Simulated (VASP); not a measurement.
Ru:

```
CELL_PARAMETERS angstrom
2.70389 0.00000 0.00000
-1.35194 2.34164 0.00000
0.00000 0.00000 4.28168
ATOMIC_POSITIONS crystal
Ru 0.33333 0.66667 0.25000
Ru 0.66667 0.33333 0.75000
```

```yaml
Program: VASP 6.6.1
Task: relaxation of cell and atoms
Functional: PBEsol
Potentials_or_basis: VASP PAW PBE potentials, release 64 (Ru_pv)
Cutoff: 600 eV
k_mesh: 13 × 13 × 8
Occupations: fermi-dirac, width 0.05 eV
Spin: collinear spin, ferromagnetic start
Starting_moments: "[1.0, 1.0] μB"
```

At the start: pressure -6.0 GPa; volume 13.55 Å³/atom.

Task: How do energy, volume and symmetry change on relaxing?

Result: Over 10 steps the energy falls by 5.0 meV/atom and the volume is 13.32 Å³/atom (-1.7 %); space group P6_3/mmc (No. 194, to 0.1 Å) before and after; moment 0.00 μB per cell.

Step by step:
```tsv
step	energy change (eV)	largest force (eV/Å)	pressure (GPa)	volume (Å³)
1	0.0000	0.0000	-5.96	27.11
2	0.0911	0.0000	22.79	25.18
3	-0.0098	0.0000	0.08	26.64
4	-0.0099	0.0000	0.08	26.63
5	0.0143	0.0000	10.65	25.90
6	-0.0099	0.0000	0.30	26.62
7	-0.0099	0.0000	-0.07	26.64
8	-0.0100	0.0000	0.11	26.63
9	-0.0100	0.0000	-0.18	26.66
10	-0.0100	0.0000	0.02	26.64
```

Final structure:
```xyz
2
Lattice="2.6934 0.0000 0.0000 -1.3467 2.3325 0.0000 0.0000 0.0000 4.2400" Properties=species:S:1:pos:R:3 pbc="T T T"
Ru    0.0000    1.5550    1.0600
Ru    1.3467    0.7775    3.1800
```

Caveat: the PAW data sets were made with another functional, which shifts forces and pressure a little.
